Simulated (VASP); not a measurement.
Set up this calculation in VASP 6.6.1, as the native input.

| Property | Result |
| --- | --- |
| Task | single point |
| Functional | PBE |
| Potentials or basis | VASP PAW PBE potentials, release 64 (Rb_sv) |
| Cutoff | 520 eV |
| k mesh | 8 × 8 × 8 |
| Occupations | fermi-dirac, width 0.1 eV |
| Spin | no spin polarisation |
| Dipole correction | no |
| Further INCAR settings | ALGO = Normal; EDIFF = 1e-06; NBANDS = 10 |

The structure of Rb lies in POSCAR:

```
Rb
1.0
   -2.8359049291      2.8359049291      2.8359049291
    2.8359049291     -2.8359049291      2.8359049291
    2.8359049291      2.8359049291     -2.8359049291
Rb
1
Direct
    0.0000000000      0.0000000000      0.0000000000
```

These files were run (other wordings do the same):

INCAR

```
PREC = Accurate ; ENCUT = 520
EDIFF = 1E-6 ; ISMEAR = -1
SIGMA = 0.1 ; LREAL = False
LASPH = True ; NELM = 100
ALGO = Normal ; ISIF = 2
LWAVE = False ; LCHARG = False
GGA = PE ; NBANDS = 10
```

KPOINTS

```
regular mesh
0
Gamma
  8 8 8
```

Potentials or basis: VASP PAW PBE potentials, release 64 (Rb_sv).

Run with:

```sh
$ cat potpaw_PBE.64/Rb_sv/POTCAR > POTCAR
$ mpirun -np 1 vasp_std > vasp.out
```

It gave:

```
Pressure : 0.0 GPa
```

Wall time 11 s on 1 thread of Intel(R) Xeon(R) Platinum 8559C (Emerald Rapids), on a shared host, peak memory 0.23 GiB.
